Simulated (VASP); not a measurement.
Ta, 1 atom in the cell. The structure is cubic, space group Im-3m (No. 229). The conventional cell has a = 3.123 Å, b = 3.123 Å, c = 3.123 Å, α = 90.00°, β = 90.00°, γ = 90.00°. Within 3.6 Å of Ta (site symmetry m-3m) lie 14 Ta at 2.70 to 3.12 Å. 

```yaml
Program: VASP 6.6.1
Task: relaxation of cell and atoms
Functional: PBE
Potentials_or_basis: VASP PAW PBE potentials, release 64 (Ta_pv)
Cutoff: 600 eV
k_mesh: 8 × 8 × 8
Occupations: gaussian, width 0.1 eV
Spin: no spin polarisation
Target_pressure: 50.2 GPa
Dipole_correction: no
Further_INCAR_settings: ALGO = Normal; EDIFF = 1e-06; IBRION = 2; EDIFFG = -0.05; NSW = 80; ISIF = 3
```

Potentials or basis: VASP PAW PBE potentials, release 64 (Ta_pv).

Launch:

```bash
$ cat potpaw_PBE.64/Ta_pv/POTCAR > POTCAR
$ mpirun -np 1 vasp_std > vasp.out
```

Hardware: 1 thread of Intel(R) Xeon(R) Platinum 8259CL CPU @ 2.50GHz (Skylake/Cascade Lake), with other jobs on the host.

Question: Estimate the wall time of this run.

Answer: Wall time 11 s on 1 thread of Intel(R) Xeon(R) Platinum 8259CL CPU @ 2.50GHz (Skylake/Cascade Lake), with other jobs on the host, peak memory 0.14 GiB. Counts: scf iterations 21, k points 29, ion steps 3.
